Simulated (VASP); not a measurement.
A run of VASP 6.6.1:

INCAR

```
  PREC = Accurate
  ENCUT = 500
  EDIFF = 1E-6
  ISMEAR = 0
  SIGMA = 0.01
  LREAL = False
  LASPH = True
  NELM = 120
  ALGO = Normal
  ISIF = 2
  LWAVE = False
  LCHARG = True
  GGA = PS
  IVDW = 12
  LELF = True
  LVHAR = True
  NBANDS = 17
  GGA_COMPAT = False
```

File KPOINTS:

```
regular mesh
0
Gamma
  4 4 4
```

Contents of POSCAR:

```
SnSe
1.0
   -0.0910000000      3.0366800000      2.9924400000
    2.9934100000      0.0083400000      2.8931000000
    2.9794400000      2.9233800000      0.0223000000
Sn Se
1 1
Direct
    0.9945300000      0.0021300000      0.9977100000
    0.4934397883      0.5071476802      0.4861019401
```

Potentials or basis: VASP PAW PBE potentials, release 64 (Sn_d, Se).

Run with:

```bash
$ cat potpaw_PBE.64/Sn_d/POTCAR potpaw_PBE.64/Se/POTCAR > POTCAR
$ mpirun -np 1 vasp_std > vasp.out
```

Hardware: 1 thread of Intel Xeon 8259CL, with other jobs on the host.

**Question.** Estimate the wall time of this run.

**Answer.** It took 47 s on 1 thread of Intel Xeon 8259CL, on a shared host, peak memory 0.2 GiB. Counts: scf iterations 12, k points 36.
